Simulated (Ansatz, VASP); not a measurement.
**One calculation of Al, two programs**

Contents of POSCAR:

```
Al
1.0
    0.0000000000      2.0239800000      2.0239800000
    2.0239800000      0.0000000000      2.0239800000
    2.0239800000      2.0239800000      0.0000000000
Al
1
Direct
    0.0000000000      0.0000000000      0.0000000000
```

INCAR.step1

```
PREC = Accurate ; ENCUT = 520
ISMEAR = 0 ; SIGMA = 0.2
LREAL = False ; LASPH = True
NELM = 80 ; NBANDS = 8
GGA = PE ; ALGO = Normal
EDIFF = 1E-4 ; LWAVE = True
LCHARG = False
```

INCAR.step2

```
PREC = Accurate ; ENCUT = 520
EDIFF = 1E-6 ; ISMEAR = 0
SIGMA = 0.2 ; LREAL = False
LASPH = True ; NELM = 80
ALGO = Normal ; ISIF = 2
LWAVE = False ; LCHARG = True
METAGGA = R2SCAN ; LMIXTAU = True
LELF = True ; LVHAR = True
NBANDS = 8 ; ISTART = 1
```

The input KPOINTS:

```
Automatic mesh
0
Gamma
  22 22 22
```

Input for Ansatz:

```yaml
crystal:
  lattice:
    - [0.0, 2.02398, 2.02398]
    - [2.02398, 0.0, 2.02398]
    - [2.02398, 2.02398, 0.0]
  atoms:
    - { symbol: Al, position: [0.0, 0.0, 0.0] }
basis:
  ecutwfc: 500
kpoints:
  mp_grid: { grid: [22, 22, 22] }
hamiltonian:
  xc: r2scan
scf:
  occupations: { method: gaussian, width: 0.2 }
output:
  forces: true
  stress: true
  eigenvalues: true
```

Alike in both runs: task single point; functional r2SCAN; k mesh 22 × 22 × 22; occupations gaussian, width 0.2 eV; no spin polarisation.

|  | VASP | Ansatz |
| --- | --- | --- |
| version | VASP 6.6.1 | Ansatz 0.2.0 |
| potentials or method | VASP PAW PBE potentials, release 64 (Al), cutoff 520 eV | scalar-relativistic, plane waves, PAW |
| valence electrons in the cell | 3 | 3 |

|  | VASP | Ansatz | Ansatz less VASP |
| --- | --- | --- | --- |
| gap on the k mesh at the Fermi level (eV) | none | none | - |
| pressure (GPa) | -3.7 | -3.4 | +0.29 |

VASP's potentials were made for PBE, not for r2SCAN. A gap of «none» marks a metal or a gap that the smearing closes.
